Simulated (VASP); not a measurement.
# KF (Carobbiite) (I4/mmm) in VASP: notebook

Runs on KF (Carobbiite). Level: r2SCAN. Tasks: single point.

All numbers are computed with VASP 6.6.1; they aren't measurements. Logs are shortened: lines on timing, memory, paths and dates and some standing lists are left out, and cuts for length are marked.

**1. The cell of the first run**

Symmetry: I4/mmm, No. 139, tetragonal system. The conventional cell has a = 3.779 Å, b = 3.779 Å, c = 5.307 Å, α = 90.00°, β = 90.00°, γ = 90.00°. Within 3.5 Å of K (site symmetry 4/mmm) lie 6 F at 2.65 to 2.67 Å. F (site symmetry 4/mmm) has 6 K at 2.65 to 2.67 Å within 3.5 Å.

**2. Single point, r2SCAN (in-plane strain +0.005, then relaxed in part)**

Contents of POSCAR:

```
KF
1.0
    2.6720891185      2.6720891185      0.0000000000
   -2.6720891185      2.6720891185      0.0000000000
    0.0000000000      2.6720891185      2.6534164955
K F
1 1
Direct
    0.0000000000      0.0000000000      0.0000000000
    0.5000000000      0.5000000000      0.0000000000
```

Contents of INCAR.step1:

```
SYSTEM = KF
PREC = Accurate
ENCUT = 520
ISMEAR = 0
SIGMA = 0.01
LREAL = .FALSE.
LASPH = .TRUE.
NELM = 60
NBANDS = 15
GGA = PE
ALGO = Normal
EDIFF = 1E-4
LWAVE = .TRUE.
LCHARG = .FALSE.
```

Contents of INCAR.step2:

```
SYSTEM = KF
PREC = Accurate
ENCUT = 520
EDIFF = 1E-7
ISMEAR = 0
SIGMA = 0.01
LREAL = .FALSE.
LASPH = .TRUE.
NELM = 60
ALGO = Normal
ISIF = 2
LWAVE = .FALSE.
LCHARG = .FALSE.
METAGGA = R2SCAN
LMIXTAU = .TRUE.
NBANDS = 15
ISTART = 1
```

Contents of KPOINTS:

```
regular mesh
0
G
  8 8 8
  0 0 0
```

Potentials or basis: VASP PAW PBE potentials, release 64 (K_sv, F).

Launch:

```bash
cat potpaw_PBE.64/K_sv/POTCAR potpaw_PBE.64/F/POTCAR > POTCAR
cp INCAR.step1 INCAR
mpirun -np 1 vasp_std > vasp.out
cp INCAR.step2 INCAR
mpirun -np 1 vasp_std > vasp.out
```

OUTCAR:

```text
SYSTEM = KF
   PREC = Accurate
   ENCUT = 520
   EDIFF = 1E-7
   ISMEAR = 0
   LREAL = .FALSE.
   LASPH = .TRUE.
   NELM = 60
   ISIF = 2
   METAGGA = R2SCAN
   ISTART = 1

 ion  position               nearest neighbor table
   1  0.000  0.000  0.000-   2 2.65   2 2.65   2 2.67   2 2.67   2 2.67   2 2.67
   2  0.500  0.500  0.000-   1 2.65   1 2.65   1 2.67   1 2.67   1 2.67   1 2.67

  LATTYP: Found a body centered tetragonal cell.
 ALAT       =     3.7789046713
 C/A-ratio  =     1.4043310040

  Lattice vectors:

 A1 = (   2.6720891185,   0.0000000000,  -2.6534164955)
 A2 = (  -2.6720891185,   0.0000000000,  -2.6534164955)
 A3 = (   0.0000000000,   2.6720891185,   2.6534164955)

Analysis of symmetry for initial positions (statically):
=====================================================================
 Subroutine PRICEL returns:
 Original cell was already a primitive cell.

 Routine SETGRP: Setting up the symmetry group for a
 body centered tetragonal supercell.

 Subroutine GETGRP returns: Found 16 space group operations
 (whereof 16 operations were pure point group operations)
 out of a pool of 16 trial point group operations.

The static configuration has the point symmetry D_4h.

Analysis of symmetry for dynamics (positions and initial velocities):
=====================================================================
 Subroutine PRICEL returns:
 Original cell was already a primitive cell.

 Routine SETGRP: Setting up the symmetry group for a
 body centered tetragonal supercell.

 Subroutine GETGRP returns: Found 16 space group operations
 (whereof 16 operations were pure point group operations)
 out of a pool of 16 trial point group operations.

The dynamic configuration has the point symmetry D_4h.

 Subroutine INISYM returns: Found 16 space group operations
 (whereof 16 operations are pure point group operations),
 and found     1 'primitive' translations

----------------------------------------------------------------------------------------

                                     Primitive cell

  volume of cell :      37.8911

  direct lattice vectors                    reciprocal lattice vectors
     2.672089119  2.672089119  0.000000000     0.187119508  0.187119508 -0.188436305
    -2.672089119  2.672089119  0.000000000    -0.187119508  0.187119508 -0.188436305
     0.000000000  2.672089119  2.653416496     0.000000000  0.000000000  0.376872610

  length of vectors
     3.778904671  3.778904671  3.765724280     0.324862527  0.324862527  0.376872610

  position of ions in fractional coordinates (direct lattice)
     0.000000000  0.000000000  0.000000000
     0.500000000  0.500000000  0.000000000

  ion indices of the primitive-cell ions
   primitive index   ion index
                 1           1
                 2           2

----------------------------------------------------------------------------------------

 KPOINTS: regular mesh

Automatic generation of k-mesh.
 Grid dimensions read from file:
 generate k-points for:    8    8    8

 Generating k-lattice:

  Cartesian coordinates                     Fractional coordinates (reciprocal lattice)
     0.023389938  0.023389938 -0.023554538     0.125000000  0.000000000 -0.000000000
    -0.023389938  0.023389938 -0.023554538     0.000000000  0.125000000 -0.000000000
     0.000000000  0.000000000  0.047109076     0.000000000  0.000000000  0.125000000

  Length of vectors
     0.040607816  0.040607816  0.047109076

  Shift w.r.t. Gamma in fractional coordinates (k-lattice)
     0.000000000  0.000000000  0.000000000

 Subroutine IBZKPT returns following result:
 ===========================================

 Found     59 irreducible k-points:

 Following reciprocal coordinates:
            Coordinates               Weight
  0.000000  0.000000  0.000000      1.000000
  0.125000  0.000000 -0.000000      8.000000
  0.250000  0.000000 -0.000000      8.000000
  0.375000  0.000000  0.000000      8.000000
  0.500000  0.000000 -0.000000      4.000000
  0.125000  0.125000 -0.000000      8.000000
[... 16 lines left out ...]
  0.250000  0.000000  0.125000      4.000000
  0.375000  0.000000  0.125000      8.000000
 [... further k-points ...]
   k-points           NKPTS =     59   k-points in BZ     NKDIM =     59   number of bands    NBANDS=     15
   number of dos      NEDOS =    301   number of ions     NIONS =      2
   total plane-waves  NPLWV =  21952
   dimension x,y,z NGX =    28 NGY =   28 NGZ =   28
   dimension x,y,z NGXF=    56 NGYF=   56 NGZF=   56
   ions per type =               1   1
   NGX,Y,Z   is equivalent  to a cutoff of  12.32, 12.32, 12.36 a.u.
   NGXF,Y,Z  is equivalent  to a cutoff of  24.64, 24.64, 24.72 a.u.
 SYSTEM =  KF
   PREC   = accura    normal or accurate (medium, high low for compatibility)
   ISTART =      1    job   : 0-new  1-cont  2-samecut
   ICHARG =      0    charge: 1-file 2-atom 10-const
   ISPIN  =      1    spin polarized calculation?
[... 29 lines left out ...]
   LORBIT       =      0    0 simple, 1 ext, 2 COOP (PROOUT), +10 PAW based schemes
   METAGGA = R2SCAN    functional components
   LHFCALC =     F    Hartree Fock is set to
   AEXX    =    0.0000 exact exchange contribution
   IVDW    =     0    specifies the selected vdW correction
   LEPSILON=     F    determine dielectric tensor
   LRPA    =     F    only Hartree local field effects (RPA)
 non-spin polarized calculation
 Gauss-broadening in eV      SIGMA  =   0.01
  energy-cutoff  :      520.00
  volume of cell :       37.89
 maximum number of plane-waves:      1036
   NGX = 13   NGY = 13   NGZ = 13

 number of electron      16.0000006 magnetization

 Free energy of the ion-electron system (eV)
  ---------------------------------------------------
  ext. energy  EPLUGINS =         0.00000000
  ---------------------------------------------------
  free energy    TOTEN  =       -14.97282556 eV

  energy without entropy =      -14.97282556  energy(sigma->0) =      -14.97282556

 E-fermi :  -3.2225     XC(G=0):  -8.9325

 val. band max:       -3.3247914727   @ k =   0.0000   0.0000   0.0000
 cond. band min:       3.5330815344   @ k =   0.0000   0.0000   0.0000
 fundamental gap:      6.8578730071
 Fermi energy:        -3.2225450477

 k-point     1 :       0.0000    0.0000    0.0000
  band No.  band energies     occupation
      1     -30.4367      2.00000
      2     -23.1248      2.00000
      3     -12.9181      2.00000
      4     -12.9181      2.00000
      5     -12.9157      2.00000
      6      -3.3360      2.00000
      7      -3.3360      2.00000
      8      -3.3248      2.00000
      9       3.5331      0.00000
     10       8.1259      0.00000
     11       8.1259      0.00000
     12       8.1667      0.00000
     13       9.9731      0.00000
     14      10.0468      0.00000
     15      13.9039      0.00000

 k-point     2 :       0.1250    0.0000   -0.0000
  band No.  band energies     occupation
      1     -30.4225      2.00000
      2     -23.1384      2.00000
      3     -12.9586      2.00000
      4     -12.9240      2.00000
      5     -12.9212      2.00000
      6      -3.4663      2.00000
      7      -3.3870      2.00000
      8      -3.3807      2.00000
      9       3.9677      0.00000
     10       7.8385      0.00000
     11       8.3446      0.00000
     12       8.3707      0.00000
     13      10.1213      0.00000
     14      10.1942      0.00000
     15      14.7300      0.00000

 k-point     3 :       0.2500    0.0000   -0.0000
  band No.  band energies     occupation
      1     -30.3880      2.00000
      2     -23.1699      2.00000
      3     -13.0574      2.00000
      4     -12.9380      2.00000
      5     -12.9324      2.00000
      6      -3.7539      2.00000
      7      -3.5077      2.00000
      8      -3.5047      2.00000
      9       5.0508      0.00000
     10       7.4349      0.00000
     11       8.8893      0.00000
     12       8.9157      0.00000
     13      10.5811      0.00000
     14      10.6461      0.00000
     15      16.0183      0.00000
[... 343 lines left out ...]
 k-point    23 :       0.2500    0.0000    0.1250
  band No.  band energies     occupation
      1     -30.4021      2.00000
      2     -23.1547      2.00000
      3     -12.9967      2.00000
      4     -12.9815      2.00000
      5     -12.9160      2.00000
      6      -3.6605      2.00000
      7      -3.4921      2.00000
      8      -3.3625      2.00000
      9       4.5982      0.00000
     10       7.4403      0.00000
     11       8.5837      0.00000
     12       8.8854      0.00000
     13      10.3375      0.00000
     14      10.4274      0.00000
     15      15.7537      0.00000

 k-point    24 :       0.3750    0.0000    0.1250
  band No.  band energies     occupation
      1     -30.3681      2.00000
      2     -23.1811      2.00000
      3     -13.1002      2.00000
      4     -13.0171      2.00000
      5     -12.9304      2.00000
      6      -3.8763      2.00000
      7      -3.6052      2.00000
      8      -3.4489      2.00000
      9       5.6771      0.00000
     10       7.2071      0.00000
     11       9.1596      0.00000
     12       9.3181      0.00000
     13      10.7566      0.00000
     14      11.1419      0.00000
     15      15.8578      0.00000

 [... further k-points ...]
[... 5 lines left out ...]
  --------------------------------------------------------------------------------------
  -------------------------------------------------------------------------------------
  Total       -0.1060782     -0.1060782     -0.0020737      0.0000000      0.0000000      0.0000000
  in kB       -4.4853810     -4.4853810     -0.0876827      0.0000000      0.0000000      0.0000000
  external PRESSURE =      -3.0194816 kB  Pullay stress =       0.0000000 kB

 VOLUME and BASIS-vectors are now :
 -----------------------------------------------------------------------------
  energy-cutoff  :      520.00
  volume of cell :       37.89
      direct lattice vectors                 reciprocal lattice vectors
     2.672089119  2.672089119  0.000000000     0.187119508  0.187119508 -0.188436305
    -2.672089119  2.672089119  0.000000000    -0.187119508  0.187119508 -0.188436305
     0.000000000  2.672089119  2.653416496     0.000000000  0.000000000  0.376872610

 POSITION                                       TOTAL-FORCE (eV/Angst)
 -----------------------------------------------------------------------------------
      0.00000      0.00000      0.00000         0.000000      0.000000      0.000000
      0.00000      2.67209      0.00000        -0.000000     -0.000000      0.000000
 -----------------------------------------------------------------------------------
    total drift:                               -0.000000      0.000000      0.000000

  FREE ENERGIE OF THE ION-ELECTRON SYSTEM (eV)
  ---------------------------------------------------
  free  energy   TOTEN  =       -14.9728255632 eV

  energy  without entropy=      -14.9728255632  energy(sigma->0) =      -14.97282556
```

Run time: 3.5 min. Hardware: 1 thread of Intel Xeon 8259CL, shared host; peak memory 0.18 GiB.

What came out:

```
Free energy            : -14.9728 eV
Pressure               : -0.3 GPa
Band gap on the k mesh : 6.86 eV, direct
```

Caveat: the cell differs from its parent crystal (in-plane strain +0.005, then relaxed in part); the PAW data sets were made with another functional, which shifts forces and pressure a little. A k mesh can miss the band edges.

**3. Single point, r2SCAN (in-plane strain +0.005)**

POSCAR, as its differences from that of step 2:

```diff
@@ -4,3 +4,3 @@
    -2.6720891185      2.6720891185      0.0000000000
-    0.0000000000      2.6720891185      2.6534164955
+    0.0000000000      2.6720891185      2.6508187574
 K F
```

Contents of INCAR.step1:

```
SYSTEM = KF
ALGO     = Normal         ! electronic algorithm
EDIFF    = 1E-4           ! SCF threshold, eV
ENCUT    = 520            ! plane-wave cutoff, eV
GGA      = PE             ! functional
ISMEAR   = 0              ! smearing method
LASPH    = .TRUE.         ! aspherical terms in the spheres
LCHARG   = .FALSE.        ! write CHGCAR
LREAL    = .FALSE.        ! projectors in reciprocal space
LWAVE    = .TRUE.         ! write WAVECAR
NBANDS   = 15             ! bands
NELM     = 100            ! most SCF steps
PREC     = Accurate       ! precision mode
SIGMA    = 0.01           ! smearing width, eV
```

Contents of INCAR.step2:

```
SYSTEM = KF
ALGO     = Normal         ! electronic algorithm
EDIFF    = 1E-6           ! SCF threshold, eV
ENCUT    = 520            ! plane-wave cutoff, eV
ISIF     = 2              ! what is computed and relaxed
ISMEAR   = 0              ! smearing method
ISTART   = 1            
LASPH    = .TRUE.         ! aspherical terms in the spheres
LCHARG   = .FALSE.        ! write CHGCAR
LMIXTAU  = .TRUE.       
LREAL    = .FALSE.        ! projectors in reciprocal space
LWAVE    = .FALSE.        ! write WAVECAR
METAGGA  = R2SCAN         ! meta-GGA
NBANDS   = 15             ! bands
NELM     = 100            ! most SCF steps
PREC     = Accurate       ! precision mode
SIGMA    = 0.01           ! smearing width, eV
```

Contents of KPOINTS:

```
k-points
0
G
  8 8 8
  0 0 0
```

Potentials or basis: VASP PAW PBE potentials, release 64 (K_sv, F).

Launch:

```bash
cat potpaw_PBE.64/K_sv/POTCAR potpaw_PBE.64/F/POTCAR > POTCAR
cp INCAR.step1 INCAR
mpirun -np 1 vasp_std > vasp.out
cp INCAR.step2 INCAR
mpirun -np 1 vasp_std > vasp.out
```

Wall time 3.1 min (1 thread of Intel Xeon 8259CL, shared host); peak memory 0.18 GiB.

The run converged. Its results:

| Quantity | Value |
| --- | --- |
| Free energy | -14.9728 eV |
| Pressure | -0.3 GPa |
| Band gap on the k mesh | 6.86 eV, direct |

Stress tensor (GPa, compression positive):
```
-0.44  0.00  0.00
 0.00 -0.44  0.00
 0.00  0.00  0.07
```

Levels at points of the mesh, in eV from the valence-band top:
```tsv
k point	band 6	band 7	band 8	band 9	band 10	band 11
(0.00, 0.00, 0.00)	-0.01	-0.01	0.00	6.86	11.45	11.45
(0.50, 0.00, 0.00)	-0.78	-0.35	-0.35	9.70	11.30	12.93
(0.50, 0.50, 0.00)	-0.22	-0.06	-0.05	8.77	11.26	12.45
(0.00, 0.00, 0.50)	-0.19	-0.07	-0.07	8.74	11.26	12.53
```

Caveat: the cell differs from its parent crystal (in-plane strain +0.005); the PAW data sets were made with another functional, which shifts forces and pressure a little. A k mesh can miss the band edges.

**4. Single point, r2SCAN (in-plane strain +0.01, then relaxed in part)**

Contents of POSCAR:

```
KF
1.0
    2.6853830942      2.6853830942      0.0000000000
   -2.6853830942      2.6853830942      0.0000000000
    0.0000000000      2.6853830942      2.6495649771
K F
1 1
Direct
    0.0000000000      0.0000000000      0.0000000000
    0.5000000000      0.5000000000      0.0000000000
```

Contents of INCAR.step1:

```
SYSTEM = KF
  ALGO = Normal
  EDIFF = 1E-4
  ENCUT = 520
  GGA = PE
  ISMEAR = 0
  LASPH = .True.
  LCHARG = .False.
  LREAL = .False.
  LWAVE = .True.
  NBANDS = 15
  NELM = 100
  PREC = Accurate
  SIGMA = 0.01
```

Contents of INCAR.step2:

```
SYSTEM = KF
  ALGO = Normal
  EDIFF = 1E-6
  ENCUT = 520
  ISIF = 2
  ISMEAR = 0
  ISTART = 1
  LASPH = .True.
  LCHARG = .False.
  LMIXTAU = .True.
  LREAL = .False.
  LWAVE = .False.
  METAGGA = R2SCAN
  NBANDS = 15
  NELM = 100
  PREC = Accurate
  SIGMA = 0.01
```

Contents of KPOINTS:

```
k-points
0
Gamma
  8 8 8
  0 0 0
```

Launch:

```bash
cat potpaw_PBE.64/K_sv/POTCAR potpaw_PBE.64/F/POTCAR > POTCAR
cp INCAR.step1 INCAR
mpirun -np 1 vasp_std > vasp.out
cp INCAR.step2 INCAR
mpirun -np 1 vasp_std > vasp.out
```

It took 3.2 min on 1 thread of Intel Xeon 8259CL, shared host; peak memory 0.19 GiB.

The run converged. Its results:

| Property | Result |
| --- | --- |
| Free energy | -14.9717 eV |
| Pressure | -0.6 GPa |
| Band gap on the k mesh | 6.81 eV, direct |

Stress tensor (GPa, compression positive):
```
-0.85  0.00  0.00
 0.00 -0.85  0.00
 0.00  0.00 -0.04
```

Levels at points of the mesh, in eV from the valence-band top:
| k point | band 6 | band 7 | band 8 | band 9 | band 10 | band 11 |
| --- | --- | --- | --- | --- | --- | --- |
| (0.00, 0.00, 0.00) | -0.02 | -0.02 | 0.00 | 6.81 | 11.41 | 11.41 |
| (0.50, 0.00, 0.00) | -0.78 | -0.35 | -0.35 | 9.66 | 11.22 | 12.86 |
| (0.50, 0.50, 0.00) | -0.23 | -0.08 | -0.05 | 8.77 | 11.20 | 12.35 |
| (0.00, 0.00, 0.50) | -0.20 | -0.08 | -0.08 | 8.71 | 11.21 | 12.48 |

Caveat: the cell differs from its parent crystal (in-plane strain +0.01, then relaxed in part); the PAW data sets were made with another functional, which shifts forces and pressure a little.

**5. Single point, r2SCAN (in-plane strain +0.01)**

POSCAR, as its differences from that of step 4:

```diff
@@ -4,3 +4,3 @@
    -2.6853830942      2.6853830942      0.0000000000
-    0.0000000000      2.6853830942      2.6495649771
+    0.0000000000      2.6853830942      2.6428423720
 K F
```

Contents of INCAR.step1:

```
ALGO     = Normal         # electronic algorithm
EDIFF    = 1E-4           # SCF threshold, eV
ENCUT    = 520            # plane-wave cutoff, eV
GGA      = PE             # functional
ISMEAR   = 0              # smearing method
LASPH    = True           # aspherical terms in the spheres
LCHARG   = False          # write CHGCAR
LREAL    = False          # projectors in reciprocal space
LWAVE    = True           # write WAVECAR
NBANDS   = 15             # bands
NELM     = 100            # most SCF steps
PREC     = Accurate       # precision mode
SIGMA    = 0.01           # smearing width, eV
```

Contents of INCAR.step2:

```
ALGO     = Normal         # electronic algorithm
EDIFF    = 1E-7           # SCF threshold, eV
ENCUT    = 520            # plane-wave cutoff, eV
ISIF     = 2              # what is computed and relaxed
ISMEAR   = 0              # smearing method
ISTART   = 1            
LASPH    = True           # aspherical terms in the spheres
LCHARG   = False          # write CHGCAR
LMIXTAU  = True         
LREAL    = False          # projectors in reciprocal space
LWAVE    = False          # write WAVECAR
METAGGA  = R2SCAN         # meta-GGA
NBANDS   = 15             # bands
NELM     = 100            # most SCF steps
PREC     = Accurate       # precision mode
SIGMA    = 0.01           # smearing width, eV
```

Contents of KPOINTS:

```
k-points
0
Gamma
  8 8 8
```

Launch:

```bash
cat potpaw_PBE.64/K_sv/POTCAR potpaw_PBE.64/F/POTCAR > POTCAR
cp INCAR.step1 INCAR
mpirun -np 1 vasp_std > vasp.out
cp INCAR.step2 INCAR
mpirun -np 1 vasp_std > vasp.out
```

Run time: 3.4 min. Hardware: 1 thread of Intel Xeon 8259CL, shared host; peak memory 0.18 GiB.

The run converged. Its results:

```
Free energy            : -14.9716 eV
Pressure               : -0.5 GPa
Band gap on the k mesh : 6.82 eV, direct
```

Stress tensor (GPa, compression positive):
```
-0.81  0.00  0.00
 0.00 -0.81  0.00
 0.00  0.00  0.18
```

Levels at points of the mesh, in eV from the valence-band top:
```
           k point  band 4  band 5  band 6  band 7  band 8  band 9  band 10  band 11  band 12  band 13
(0.00, 0.00, 0.00)   -9.62   -9.62   -0.03   -0.03    0.00    6.82    11.41    11.41    11.50    13.22
(0.50, 0.00, 0.00)   -9.67   -9.65   -0.78   -0.36   -0.35    9.66    11.23    12.86    12.96    15.26
(0.50, 0.50, 0.00)   -9.83   -9.82   -0.23   -0.08   -0.05    8.77    11.21    12.36    14.62    15.05
(0.00, 0.00, 0.50)   -9.84   -9.84   -0.19   -0.08   -0.08    8.70    11.22    12.51    14.61    15.12
```

Caveat: the cell differs from its parent crystal (in-plane strain +0.01); the PAW data sets were made with another functional, which shifts forces and pressure a little.

**6. Overview**

| cell | gap on the mesh (eV) | pressure (GPa) |
| --- | --- | --- |
| a = 3.779, b = 3.779, c = 3.766 Å, angles 59.9, 59.9, 90.0°, 2 atoms | 6.86 | -0.3 |
| a = 3.779, b = 3.779, c = 3.764 Å, angles 59.9, 59.9, 90.0°, 2 atoms | 6.86 | -0.3 |
| a = 3.798, b = 3.798, c = 3.772 Å, angles 59.8, 59.8, 90.0°, 2 atoms | 6.81 | -0.6 |
| a = 3.798, b = 3.798, c = 3.768 Å, angles 59.7, 59.7, 90.0°, 2 atoms | 6.82 | -0.5 |

Alike in all rows: task single point; level r2SCAN; potentials or basis VASP PAW PBE potentials, release 64 (K_sv, F); no spin polarisation; k mesh 8 × 8 × 8; cutoff (eV) 520; smearing gaussian 0.01 eV.

Caveats: the PAW data sets were made with another functional, which shifts forces and pressure a little.

Absolute energies hang on the potentials; compare differences alone.
